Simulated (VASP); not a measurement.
# BN (R3m) in VASP: notebook

The runs below take BN through single point, with PBE+D3(BJ).

All numbers are computed with VASP 6.6.1; they aren't measurements. Logs are shortened: lines on timing, memory, paths and dates and some standing lists are left out, and cuts for length are marked.

### Step 1. The cell of the first run

Symmetry: R3m, No. 160, trigonal system. The conventional cell has a = 2.306 Å, b = 2.306 Å, c = 9.489 Å, α = 90.00°, β = 90.00°, γ = 120.00°. B (site symmetry 3m) has 3 N at 1.33 Å within 1.8 Å. Within 1.8 Å of N (site symmetry 3m) lie 3 B at 1.33 Å.

### Step 2. Single point, PBE+D3(BJ) (strain -0.080 along x and y, -0.040 along z)

Input file INCAR:

```
PREC = Accurate
ENCUT = 520
EDIFF = 1E-6
ISMEAR = 0
SIGMA = 0.05
LREAL = F
LASPH = T
NELM = 100
ALGO = Normal
ISIF = 2
LWAVE = F
LCHARG = F
GGA = PE
IVDW = 12
NBANDS = 11
```

Input file KPOINTS:

```
Automatic mesh
0
Gamma
  12 12 12
```

Input file POSCAR:

```
BN
1.0
    1.1528123477      0.6655765193      3.1630891511
   -1.1528123477      0.6655765193      3.1630891511
    0.0000000000     -1.3311530386      3.1630891511
B N
1 1
Direct
    0.9996975446      0.9996975446      0.9996975446
    0.3327354554      0.3327354554      0.3327354554
```

Potentials or basis: VASP PAW PBE potentials, release 64 (B, N).

Started as:

```bash
> cat potpaw_PBE.64/B/POTCAR potpaw_PBE.64/N/POTCAR > POTCAR
> mpirun -np 1 vasp_std > vasp.out
```

OUTCAR:

```text
PREC = Accurate
   ENCUT = 520
   EDIFF = 1E-6
   ISMEAR = 0
   LREAL = F
   LASPH = T
   NELM = 100
   ISIF = 2
   GGA = PE
   IVDW = 12
 IVDW          = 12

 ion  position               nearest neighbor table
   1  1.000  1.000  1.000-   2 1.33   2 1.33   2 1.33
   2  0.333  0.333  0.333-   1 1.33   1 1.33   1 1.33

  LATTYP: Found a trigonal (rhomboedric) cell.
 ALAT       =     3.4317781673
 COS(alpha) =     0.7743118166

  Lattice vectors:

 A1 = (   1.1528123477,   0.6655765193,   3.1630891511)
 A2 = (  -1.1528123477,   0.6655765193,   3.1630891511)
 A3 = (   0.0000000000,  -1.3311530386,   3.1630891511)

Analysis of symmetry for initial positions (statically):
=====================================================================
 Subroutine PRICEL returns:
 Original cell was already a primitive cell.

 Routine SETGRP: Setting up the symmetry group for a
 trigonal (rhombohedral) supercell.

 Subroutine GETGRP returns: Found  6 space group operations
 (whereof  6 operations were pure point group operations)
 out of a pool of 12 trial point group operations.

The static configuration has the point symmetry C_3v.

Analysis of symmetry for dynamics (positions and initial velocities):
=====================================================================
 Subroutine PRICEL returns:
 Original cell was already a primitive cell.

 Routine SETGRP: Setting up the symmetry group for a
 trigonal (rhombohedral) supercell.

 Subroutine GETGRP returns: Found  6 space group operations
 (whereof  6 operations were pure point group operations)
 out of a pool of 12 trial point group operations.

The dynamic configuration has the point symmetry C_3v.

 Subroutine INISYM returns: Found  6 space group operations
 (whereof  6 operations are pure point group operations),
 and found     1 'primitive' translations

----------------------------------------------------------------------------------------

                                     Primitive cell

  volume of cell :      14.5619

  direct lattice vectors                    reciprocal lattice vectors
     1.152812348  0.665576519  3.163089151     0.433721933  0.250409475  0.105382213
    -1.152812348  0.665576519  3.163089151    -0.433721933  0.250409475  0.105382213
     0.000000000 -1.331153039  3.163089151     0.000000000 -0.500818950  0.105382213

  length of vectors
     3.431778167  3.431778167  3.431778167     0.511786119  0.511786119  0.511786119

  position of ions in fractional coordinates (direct lattice)
[... 88 lines left out ...]
   TEBEG  =    0.0;   TEEND  =   0.0 temperature during run
   PSTRESS=    0.0 pullay stress
   NELECT =       8.0000    total number of electrons
   NUPDOWN=      -1.0000    fix difference up-down
   EMIN   =  10.00;   EMAX   =-10.00  energy-range for DOS
   EFERMI =   0.00;   METHOD = LEGACY
   ISMEAR =     0;   SIGMA  =   0.05  broadening in eV -4-tet -1-fermi 0-gaus
   EFERMI_NEDOS =   21; number of points for ismear=-14 and -15
   IALGO  =     38    algorithm
   IMIX   =      4    mixing-type and parameters
     AMIX     =   0.40;   BMIX     =  1.00
     AMIX_MAG =   1.60;   BMIX_MAG =  1.00
  volume/ion in A,a.u.               =       7.28        49.13
  Fermi-wavevector in a.u.,A,eV,Ry     =   1.340803  2.533751 24.459920  1.797753
  Thomas-Fermi vector in A             =   2.469087
   LORBIT       =      0    0 simple, 1 ext, 2 COOP (PROOUT), +10 PAW based schemes
   GGA     = PE    functional components
   LHFCALC =     F    Hartree Fock is set to
   AEXX    =    0.0000 exact exchange contribution
   IVDW    =    12    specifies the selected vdW correction
   LEPSILON=     F    determine dielectric tensor
   LRPA    =     F    only Hartree local field effects (RPA)
 non-spin polarized calculation
 Gauss-broadening in eV      SIGMA  =   0.05
  energy-cutoff  :      520.00
  volume of cell :       14.56
 maximum number of plane-waves:       409
 NGX is ok and might be reduce to    28
   NGX = 13   NGY = 13   NGZ = 13

 number of electron       8.0000000 magnetization

 Free energy of the ion-electron system (eV)
  ---------------------------------------------------
  ext. energy  EPLUGINS =         0.00000000
  ---------------------------------------------------
  free energy    TOTEN  =       -16.54097080 eV

  energy without entropy =      -16.54097080  energy(sigma->0) =      -16.54097080

 E-fermi :   4.1384     XC(G=0): -10.9314

 val. band max:        3.8222843530   @ k =  -0.3333   0.3333   0.0000
 cond. band min:       8.3873686626   @ k =   0.5000   0.5000   0.0000
 fundamental gap:      4.5650843096
 Fermi energy:         4.1383625688

 k-point     1 :       0.0000    0.0000    0.0000
  band No.  band energies     occupation
      1     -15.5520      2.00000
      2      -1.4848      2.00000
      3       2.9235      2.00000
      4       2.9235      2.00000
      5       9.2184      0.00000
      6      17.7047      0.00000
      7      17.7047      0.00000
      8      20.2414      0.00000
      9      23.5515      0.00000
     10      34.4163      0.00000
     11      35.8421      0.00000
[... 309 lines left out ...]
 k-point    24 :      -0.4167    0.1667   -0.0000
  band No.  band energies     occupation
      1     -11.1925      2.00000
      2      -5.8711      2.00000
      3      -1.9999      2.00000
      4       3.4038      2.00000
      5       9.6739      0.00000
      6      17.2674      0.00000
      7      19.2644      0.00000
      8      20.2604      0.00000
      9      23.6479      0.00000
     10      29.8723      0.00000
     11      31.4825      0.00000

 [... further k-points ...]

------------------------ aborting loop because EDIFF is reached ----------------------------------------

 Edisp (eV)   -0.33395

 E8    (eV) :    -0.0981

  FORCE on cell =-STRESS in cart. coord.  units (eV):
  Direction    XX          YY          ZZ          XY          YZ          ZX
  --------------------------------------------------------------------------------------
  -------------------------------------------------------------------------------------
  Total      12.31012    12.31012     0.07710     0.00000     0.00000    -0.00000
  in kB    1354.42065  1354.42065     8.48253     0.00000     0.00000    -0.00000
  external pressure =      905.77 kB  Pullay stress =        0.00 kB

 VOLUME and BASIS-vectors are now :
 -----------------------------------------------------------------------------
  energy-cutoff  :      520.00
  volume of cell :       14.56
      direct lattice vectors                 reciprocal lattice vectors
     1.152812348  0.665576519  3.163089151     0.433721933  0.250409475  0.105382213
    -1.152812348  0.665576519  3.163089151    -0.433721933  0.250409475  0.105382213
     0.000000000 -1.331153039  3.163089151     0.000000000 -0.500818950  0.105382213

 POSITION                                       TOTAL-FORCE (eV/Angst)
 -----------------------------------------------------------------------------------
      0.00000      0.00000      9.48640         0.000000     -0.000000      0.008618
      0.00000      0.00000      3.15742         0.000000      0.000000     -0.008618
 -----------------------------------------------------------------------------------
    total drift:                                0.000000     -0.000000      0.000050

  FREE ENERGIE OF THE ION-ELECTRON SYSTEM (eV)
  ---------------------------------------------------
  free  energy   TOTEN  =       -16.8749218689 eV

  energy  without entropy=      -16.8749218689  energy(sigma->0) =      -16.87492187
```

stdout:

```text
POSCAR found type information on POSCAR B N
 POSCAR found :  2 types and       2 ions
 scaLAPACK will be used
 LDA part: xc-table for (Slater+PW92), standard interpolation
 POSCAR, INCAR and KPOINTS ok, starting setup
 FFT: planning ... GRIDC
 FFT: planning ... GRID_SOFT
 FFT: planning ... GRID
 WAVECAR not read
 entering main loop
```

It took 20 s on 1 thread of Intel Xeon 6975P-C (Granite Rapids), shared host; peak memory 0.18 GiB.

What came out:

- Free energy: -16.8749 eV
- Pressure: 90.6 GPa
- Largest force: 0.009 eV/Å
- Band gap on the k mesh: 4.57 eV, indirect (least direct gap 5.31 eV)
- Dispersion energy per atom: -0.167 eV

Forces on the atoms (eV/Å):
```
B    0.000  0.000  0.009
N    0.000  0.000 -0.009
```

Caveat: the cell differs from its parent crystal (strain -0.080 along x and y, -0.040 along z).

### Step 3. Single point, PBE+D3(BJ) (strain -0.080 along x and y, +0.000 along z)

Input file INCAR:

```
SYSTEM = BN
PREC = Accurate ; ENCUT = 520
EDIFF = 1E-6 ; ISMEAR = 0
SIGMA = 0.05 ; LREAL = .False.
LASPH = .True. ; NELM = 80
ALGO = Normal ; ISIF = 2
LWAVE = .False. ; LCHARG = .False.
GGA = PE ; IVDW = 12
NBANDS = 11
```

Input file KPOINTS:

```
regular mesh
0
Gamma
  12 12 12
  0 0 0
```

Input file POSCAR:

```
BN
1.0
    1.1528123477      0.6655765193      3.2948845324
   -1.1528123477      0.6655765193      3.2948845324
    0.0000000000     -1.3311530386      3.2948845324
B N
1 1
Direct
    0.9996975446      0.9996975446      0.9996975446
    0.3327354554      0.3327354554      0.3327354554
```

Potentials or basis: VASP PAW PBE potentials, release 64 (B, N).

Started as:

```bash
> cat potpaw_PBE.64/B/POTCAR potpaw_PBE.64/N/POTCAR > POTCAR
> mpirun -np 1 vasp_std > vasp.out
```

Wall time 24 s (1 thread of Intel Xeon 6975P-C (Granite Rapids), shared host); peak memory 0.18 GiB.

Results (log left out):

- Free energy: -16.8756 eV
- Pressure: 86.6 GPa
- Largest force: 0.006 eV/Å
- Band gap on the k mesh: 4.65 eV, indirect (least direct gap 5.30 eV)
- Dispersion energy per atom: -0.159 eV

Forces on the atoms (eV/Å):
```
B    0.000  0.000 -0.006
N    0.000  0.000  0.006
```

Stress tensor (GPa, compression positive):
```
130.33   0.00   0.00
  0.00 130.33   0.00
  0.00   0.00  -0.90
```

Levels at points of the mesh, in eV from the valence-band top:
| k point | band 1 | band 2 | band 3 | band 4 | band 5 | band 6 | band 7 | band 8 | band 9 |
| --- | --- | --- | --- | --- | --- | --- | --- | --- | --- |
| (0.00, 0.00, 0.00) | -19.34 | -5.58 | -0.92 | -0.92 | 5.06 | 13.85 | 13.85 | 16.29 | 19.55 |
| (0.50, 0.00, 0.00) | -15.37 | -9.94 | -4.44 | -0.87 | 5.79 | 12.34 | 14.49 | 16.26 | 22.10 |
| (0.50, 0.50, 0.00) | -15.30 | -9.82 | -4.49 | -1.46 | 4.65 | 12.66 | 15.77 | 19.09 | 22.97 |
| (0.50, 0.50, 0.50) | -19.05 | -7.58 | -0.94 | -0.94 | 10.90 | 13.79 | 13.79 | 16.15 | 18.92 |

Caveat: the cell differs from its parent crystal (strain -0.080 along x and y, +0.000 along z). A k mesh can miss the band edges.

### Step 4. Single point, PBE+D3(BJ) (strain -0.040 along x and y, -0.080 along z)

Input file INCAR:

```
SYSTEM = BN
  PREC = Accurate
  ENCUT = 520
  EDIFF = 1E-6
  ISMEAR = 0
  SIGMA = 0.05
  LREAL = .FALSE.
  LASPH = .TRUE.
  NELM = 60
  ALGO = Normal
  ISIF = 2
  LWAVE = .FALSE.
  LCHARG = .FALSE.
  GGA = PE
  IVDW = 12
  NBANDS = 11
```

Input file KPOINTS:

```
Automatic mesh
0
G
  12 12 12
  0 0 0
```

Input file POSCAR:

```
BN
1.0
    1.2029346237      0.6945146288      3.0312937698
   -1.2029346237      0.6945146288      3.0312937698
    0.0000000000     -1.3890292576      3.0312937698
B N
1 1
Direct
    0.9996975446      0.9996975446      0.9996975446
    0.3327354554      0.3327354554      0.3327354554
```

Started as:

```bash
> cat potpaw_PBE.64/B/POTCAR potpaw_PBE.64/N/POTCAR > POTCAR
> mpirun -np 1 vasp_std > vasp.out
```

It took 20 s on 1 thread of Intel Xeon 6975P-C (Granite Rapids), shared host; peak memory 0.18 GiB.

It converged, with:

```
Free energy                : -17.6270 eV
Pressure                   : 40.0 GPa
Largest force              : 0.041 eV/Å
Band gap on the k mesh     : 4.20 eV, indirect (least direct gap 5.02 eV)
Dispersion energy per atom : -0.170 eV
```

Forces on the atoms (eV/Å):
```
B    0.000  0.000  0.041
N    0.000  0.000 -0.041
```

Stress tensor (GPa, compression positive):
```
58.11  0.00  0.00
 0.00 58.11  0.00
 0.00  0.00  3.89
```

Levels at points of the mesh, in eV from the valence-band top:
| k point | band 1 | band 2 | band 3 | band 4 | band 5 | band 6 | band 7 | band 8 | band 9 |
| --- | --- | --- | --- | --- | --- | --- | --- | --- | --- |
| (0.00, 0.00, 0.00) | -18.68 | -4.21 | -1.15 | -1.15 | 5.90 | 12.69 | 12.69 | 14.73 | 17.36 |
| (0.50, 0.00, 0.00) | -15.03 | -9.52 | -4.25 | -0.56 | 5.69 | 11.31 | 14.27 | 16.66 | 21.93 |
| (0.50, 0.50, 0.00) | -14.88 | -9.27 | -4.37 | -1.54 | 4.20 | 11.06 | 15.79 | 20.08 | 23.31 |
| (0.50, 0.50, 0.50) | -18.14 | -7.30 | -1.19 | -1.19 | 11.87 | 12.54 | 12.54 | 14.90 | 19.10 |

Caveat: the cell differs from its parent crystal (strain -0.040 along x and y, -0.080 along z). A k mesh can miss the band edges.

(Continued in part 2 of 2.)
